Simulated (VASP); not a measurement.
# B (Fm-3m) in VASP: a series of runs

B is run at these levels: PBEsol; tasks: relaxation of cell and atoms, single point.

Program: VASP 6.6.1. These are calculated values, not measurements. Logs are shortened: lines on timing, memory, paths and dates and some standing lists are left out, and cuts for length are marked.

## 1. The cell of the first run

The structure is cubic, space group Fm-3m (No. 225). The conventional cell has a = 2.534 Å, b = 2.534 Å, c = 2.534 Å, α = 90.00°, β = 90.00°, γ = 90.00°. Within 2.4 Å of B (site symmetry m-3m) lie 12 B at 1.79 Å.

## 2. Relaxation of cell and atoms, PBEsol, target pressure 190 GPa, at which the enthalpy is minimised

Contents of INCAR:

```
SYSTEM = B
ALGO = Normal
EDIFF = 1E-6
EDIFFG = -0.005
ENCUT = 600
GGA = PS
IBRION = 2
ISIF = 3
ISMEAR = -1
LASPH = .True.
LCHARG = .False.
LREAL = .False.
LWAVE = .False.
NELM = 100
NSW = 60
PREC = Accurate
PSTRESS = 1900.0
SIGMA = 0.1
```

Contents of KPOINTS:

```
k-points
0
Gamma
  25 25 25
  0 0 0
```

Contents of POSCAR:

```
B
1.0
    0.0000000000      1.2668858788      1.2668858788
    1.2668858788      0.0000000000      1.2668858788
    1.2668858788      1.2668858788      0.0000000000
B
1
Direct
    0.0000000000      0.0000000000      0.0000000000
```

Potentials or basis: VASP PAW PBE potentials, release 64 (B).

Launch:

```
$ cat potpaw_PBE.64/B/POTCAR > POTCAR
$ mpirun -np 1 vasp_std > vasp.out
```

OUTCAR:

```text
SYSTEM = B
   EDIFF = 1E-6
   EDIFFG = -0.005
   ENCUT = 600
   GGA = PS
   IBRION = 2
   ISIF = 3
   ISMEAR = -1
   LASPH = .True.
   LREAL = .False.
   NELM = 100
   NSW = 60
   PREC = Accurate
   PSTRESS = 1900.0

 ion  position               nearest neighbor table
   1  0.000  0.000  0.000-

  LATTYP: Found a face centered cubic cell.
 ALAT       =     2.5337717576

  Lattice vectors:

 A1 = (   0.0000000000,   1.2668858788,   1.2668858788)
 A2 = (   1.2668858788,   0.0000000000,   1.2668858788)
 A3 = (   1.2668858788,   1.2668858788,   0.0000000000)

Analysis of symmetry for initial positions (statically):
=====================================================================
 Subroutine PRICEL returns:
 Original cell was already a primitive cell.

 Routine SETGRP: Setting up the symmetry group for a
 face centered cubic supercell.

 Subroutine GETGRP returns: Found 48 space group operations
 (whereof 48 operations were pure point group operations)
 out of a pool of 48 trial point group operations.

The static configuration has the point symmetry O_h .

Analysis of symmetry for dynamics (positions and initial velocities):
=====================================================================
 Subroutine PRICEL returns:
 Original cell was already a primitive cell.

 Routine SETGRP: Setting up the symmetry group for a
 face centered cubic supercell.

 Subroutine GETGRP returns: Found 48 space group operations
 (whereof 48 operations were pure point group operations)
 out of a pool of 48 trial point group operations.

The dynamic configuration has the point symmetry O_h .

 Subroutine INISYM returns: Found 48 space group operations
 (whereof 48 operations are pure point group operations),
 and found     1 'primitive' translations

----------------------------------------------------------------------------------------

                                     Primitive cell

  volume of cell :       4.0667

  direct lattice vectors                    reciprocal lattice vectors
     0.000000000  1.266885879  1.266885879    -0.394668540  0.394668540  0.394668540
     1.266885879  0.000000000  1.266885879     0.394668540 -0.394668540  0.394668540
     1.266885879  1.266885879  0.000000000     0.394668540  0.394668540 -0.394668540

  length of vectors
     1.791647192  1.791647192  1.791647192     0.683585963  0.683585963  0.683585963

  position of ions in fractional coordinates (direct lattice)
     0.000000000  0.000000000  0.000000000

  ion indices of the primitive-cell ions
   primitive index   ion index
                 1           1

----------------------------------------------------------------------------------------

 KPOINTS: k-points

Automatic generation of k-mesh.
 Grid dimensions read from file:
 generate k-points for:   25   25   25

 Generating k-lattice:

  Cartesian coordinates                     Fractional coordinates (reciprocal lattice)
    -0.015786742  0.015786742  0.015786742     0.040000000  0.000000000  0.000000000
     0.015786742 -0.015786742  0.015786742     0.000000000  0.040000000  0.000000000
     0.015786742  0.015786742 -0.015786742     0.000000000  0.000000000  0.040000000

  Length of vectors
     0.027343439  0.027343439  0.027343439

  Shift w.r.t. Gamma in fractional coordinates (k-lattice)
     0.000000000  0.000000000  0.000000000

 Subroutine IBZKPT returns following result:
 ===========================================

 Found    455 irreducible k-points:

 Following reciprocal coordinates:
            Coordinates               Weight
  0.000000  0.000000  0.000000      1.000000
  0.040000  0.000000  0.000000      8.000000
  0.080000  0.000000  0.000000      8.000000
  0.120000  0.000000  0.000000      8.000000
  0.160000  0.000000  0.000000      8.000000
  0.200000  0.000000  0.000000      8.000000
[... 16 lines left out ...]
  0.400000  0.040000  0.000000     24.000000
  0.440000  0.040000  0.000000     24.000000
 [... further k-points ...]
   k-points           NKPTS =    455   k-points in BZ     NKDIM =    455   number of bands    NBANDS=      5
   number of dos      NEDOS =    301   number of ions     NIONS =      1
   total plane-waves  NPLWV =   2744
   dimension x,y,z NGX =    14 NGY =   14 NGZ =   14
   dimension x,y,z NGXF=    28 NGYF=   28 NGZF=   28
   ions per type =               1
   NGX,Y,Z   is equivalent  to a cutoff of  12.99, 12.99, 12.99 a.u.
   NGXF,Y,Z  is equivalent  to a cutoff of  25.98, 25.98, 25.98 a.u.
 SYSTEM =  B
   PREC   = accura    normal or accurate (medium, high low for compatibility)
   ISTART =      0    job   : 0-new  1-cont  2-samecut
   ICHARG =      2    charge: 1-file 2-atom 10-const
   ISPIN  =      1    spin polarized calculation?
   LNONCOLLINEAR =      F non collinear calculations
   LSORBIT =      F    spin-orbit coupling
   LASPH  =      T    aspherical Exc in radial PAW
   ENCUT  =  600.0 eV  44.10 Ry    6.64 a.u.   3.58  3.58  3.58*2*pi/ulx,y,z
   NELM   =    100;   NELMIN=  2; NELMDL= -5     # of ELM steps
   EDIFF  = 0.1E-05   stopping-criterion for ELM
   LREAL  =      F    real-space projection
   EDIFFG = -.5E-02   stopping-criterion for IOM
   NSW    =     60    number of steps for IOM
   IBRION =      2    ionic relax: 0-MD 1-quasi-New 2-CG
   NFREE  =      1    steps in history (QN), initial steepest desc. (CG)
   ISIF   =      3    stress and relaxation
   ISYM   =      2    0-nonsym 1-usesym 2-fastsym
   POTIM  = 0.5000    time-step for ionic-motion
   TEBEG  =    0.0;   TEEND  =   0.0 temperature during run
   PSTRESS= 1900.0 pullay stress
   NELECT =       3.0000    total number of electrons
   NUPDOWN=      -1.0000    fix difference up-down
   EMIN   =  10.00;   EMAX   =-10.00  energy-range for DOS
   EFERMI =   0.00;   METHOD = LEGACY
   ISMEAR =    -1;   SIGMA  =   0.10  broadening in eV -4-tet -1-fermi 0-gaus
   EFERMI_NEDOS =   21; number of points for ismear=-14 and -15
   IALGO  =     38    algorithm
   IMIX   =      4    mixing-type and parameters
     AMIX     =   0.40;   BMIX     =  1.00
     AMIX_MAG =   1.60;   BMIX_MAG =  1.00
  volume/ion in A,a.u.               =       4.07        27.44
  Fermi-wavevector in a.u.,A,eV,Ry     =   1.479226  2.795331 29.771023  2.188108
  Thomas-Fermi vector in A             =   2.593410
   LORBIT       =      0    0 simple, 1 ext, 2 COOP (PROOUT), +10 PAW based schemes
   GGA     = PS    functional components
   LHFCALC =     F    Hartree Fock is set to
   AEXX    =    0.0000 exact exchange contribution
   IVDW    =     0    specifies the selected vdW correction
   LEPSILON=     F    determine dielectric tensor
   LRPA    =     F    only Hartree local field effects (RPA)
 conjugate gradient relaxation of ions
 non-spin polarized calculation
  energy-cutoff  :      600.00
  volume of cell :        4.07
 maximum number of plane-waves:       144
   NGX =  7   NGY =  7   NGZ =  7

--------------------------------------- Ionic step        1  -------------------------------------------

 number of electron       3.0000000 magnetization

 Free energy of the ion-electron system (eV)
  ---------------------------------------------------
  ext. energy  EPLUGINS =         0.00000000
  ---------------------------------------------------
  free energy    TOTEN  =        -4.95147409 eV

  energy without entropy =       -4.94621032  energy(sigma->0) =       -4.94884221

------------------------ aborting loop because EDIFF is reached ----------------------------------------

  FORCE on cell =-STRESS in cart. coord.  units (eV):
  Direction    XX          YY          ZZ          XY          YZ          ZX
  --------------------------------------------------------------------------------------
  -------------------------------------------------------------------------------------
  Total        4.8853833      4.8853833      4.8853833     -0.0000000      0.0000000     -0.0000000
  in kB     1924.7164048   1924.7164048   1924.7164048     -0.0000000      0.0000000     -0.0000000
  external PRESSURE =      24.7164048 kB  Pullay stress =    1900.0000000 kB

 VOLUME and BASIS-vectors are now :
 -----------------------------------------------------------------------------
  energy-cutoff  :      600.00
  volume of cell :        4.07
      direct lattice vectors                 reciprocal lattice vectors
     0.000000000  1.266885879  1.266885879    -0.394668540  0.394668540  0.394668540
     1.266885879  0.000000000  1.266885879     0.394668540 -0.394668540  0.394668540
     1.266885879  1.266885879  0.000000000     0.394668540  0.394668540 -0.394668540
[... 44 lines left out ...]
  FREE ENERGIE OF THE ION-ELECTRON SYSTEM (eV)
  ---------------------------------------------------
  free  energy   TOTEN  =        -4.9950575054 eV

  energy  without entropy=       -4.9897468724  energy(sigma->0) =       -4.99240219

  enthalpy is  TOTEN    =        -0.1284895528 eV   P V=        4.8665679526

--------------------------------------- Ionic step        3  -------------------------------------------

 number of electron       3.0000000 magnetization

 Free energy of the ion-electron system (eV)
  ---------------------------------------------------
  ext. energy  EPLUGINS =         0.00000000
  ---------------------------------------------------
  free energy    TOTEN  =        -4.96537944 eV

  energy without entropy =       -4.96010152  energy(sigma->0) =       -4.96274048

 E-fermi :  15.5838     XC(G=0): -14.6484

 val. band max:       15.5345698966   @ k =  -0.4400   0.3600   0.1200
 cond. band min:      15.6264554752   @ k =  -0.4400   0.4400   0.0400
 fundamental gap:      0.0918855786
 Fermi energy:        15.5837972894

 k-point     1 :       0.0000    0.0000    0.0000
  band No.  band energies     occupation
      1      -8.3464      2.00000
      2      37.7387      0.00000
      3      37.7387      0.00000
      4      37.7387      0.00000
      5      55.8196      0.00000

 k-point     2 :       0.0400    0.0000    0.0000
  band No.  band energies     occupation
      1      -8.2643      2.00000
      2      37.2140      0.00000
      3      37.6234      0.00000
      4      37.6234      0.00000
      5      54.5806      0.00000

 k-point     3 :       0.0800    0.0000    0.0000
  band No.  band energies     occupation
      1      -8.0178      2.00000
      2      35.6941      0.00000
      3      37.3025      0.00000
      4      37.3025      0.00000
      5      53.1526      0.00000
[... 153 lines left out ...]
 k-point    23 :       0.4000    0.0400    0.0000
  band No.  band energies     occupation
      1      -0.8387      2.00000
      2      14.0514      2.00000
      3      33.0878      0.00000
      4      34.1741      0.00000
      5      50.0930      0.00000

 k-point    24 :       0.4400    0.0400    0.0000
  band No.  band energies     occupation
      1       0.5176      2.00000
      2      11.8518      2.00000
      3      33.0803      0.00000
      4      33.7890      0.00000
      5      49.6069      0.00000

 [... further k-points ...]
[... 5 lines left out ...]
  --------------------------------------------------------------------------------------
  -------------------------------------------------------------------------------------
  Total        4.8362190      4.8362190      4.8362190     -0.0000000      0.0000000     -0.0000000
  in kB     1899.9036868   1899.9036868   1899.9036868     -0.0000000      0.0000000     -0.0000000
  external PRESSURE =      -0.0963132 kB  Pullay stress =    1900.0000000 kB

 VOLUME and BASIS-vectors are now :
 -----------------------------------------------------------------------------
  energy-cutoff  :      600.00
  volume of cell :        4.08
      direct lattice vectors                 reciprocal lattice vectors
    -0.000000000  1.268094604  1.268094604    -0.394292349  0.394292349  0.394292349
     1.268094604  0.000000000  1.268094604     0.394292349 -0.394292349  0.394292349
     1.268094604  1.268094604 -0.000000000     0.394292349  0.394292349 -0.394292349

 POSITION                                       TOTAL-FORCE (eV/Angst)
 -----------------------------------------------------------------------------------
      0.00000      0.00000     -0.00000         0.000000      0.000000     -0.000000
 -----------------------------------------------------------------------------------
    total drift:                               -0.000000     -0.000000     -0.000000

  FREE ENERGIE OF THE ION-ELECTRON SYSTEM (eV)
  ---------------------------------------------------
  free  energy   TOTEN  =        -4.9653794362 eV

  energy  without entropy=       -4.9601015190  energy(sigma->0) =       -4.96274048

  enthalpy is  TOTEN    =        -0.1289152317 eV   P V=        4.8364642045

 reached required accuracy - stopping structural energy minimisation
```

Wall time 6.9 s (1 thread of Intel Xeon Platinum 8259CL at 2.50GHz (Skylake/Cascade Lake), shared host); peak memory 0.11 GiB.

Results:

```yaml
Free_energy: -4.9654 eV
Relaxed_volume: 4.08 Å³/atom
Relaxed_cell: a = 1.793 Å, b = 1.793 Å, c = 1.793 Å, α = 60.00°, β = 60.00°, γ = 60.00°
Space_group_after_relaxing_to_0.05_Å: Fm-3m (No. 225)
Energy_change_on_relaxing_the_enthalpy_is_what_falls: -13.9 meV/atom
Ionic_steps: 3
Pressure_after_relaxing: 190.0 GPa
```

The path:
| step | energy change (eV) | largest force (eV/Å) | pressure (GPa) | volume (Å³) |
| --- | --- | --- | --- | --- |
| 1 | 0.0000 | 0.0000 | 192.47 | 4.07 |
| 2 | -0.0436 | 0.0000 | 184.68 | 4.10 |
| 3 | -0.0139 | 0.0000 | 189.99 | 4.08 |

Final structure:
```
B
1.0
     0.00000    1.26809    1.26809
     1.26809    0.00000    1.26809
     1.26809    1.26809    0.00000
B
1
Cartesian
  0.0000 0.0000 0.0000
```

Caveat: the cell is relaxed towards a set pressure, so the enthalpy falls and the energy may rise; the PAW data sets were made with another functional, which shifts forces and pressure a little.

(Continued in part 2 of 4.)
